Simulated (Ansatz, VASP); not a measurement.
# Al: VASP beside Ansatz

```
CELL_PARAMETERS angstrom
0.00000 1.99669 1.99669
1.99669 0.00000 1.99669
1.99669 1.99669 0.00000
ATOMIC_POSITIONS crystal
Al 0.00000 0.00000 0.00000
```

Alike in both runs: task single point; functional r2SCAN; k mesh 14 × 14 × 14; occupations fermi-dirac, width 0.6 eV; no spin polarisation.

```csv
,VASP,Ansatz
version,VASP 6.6.1,Ansatz 0.2.0
potentials or method,"VASP PAW PBE potentials, release 64 (Al), cutoff 520 eV","plane waves (500 eV) with PAW, scalar-relativistic"
valence electrons in the cell,3,3
```

VASP gave:

```
pressure (GPa) : 1.3
```

What did Ansatz give for the same quantities?

Pressure (GPa): 1.6.

VASP's potentials were made for PBE, not for r2SCAN. The functional is the same, so the differences come from potentials, cutoffs and numerics.
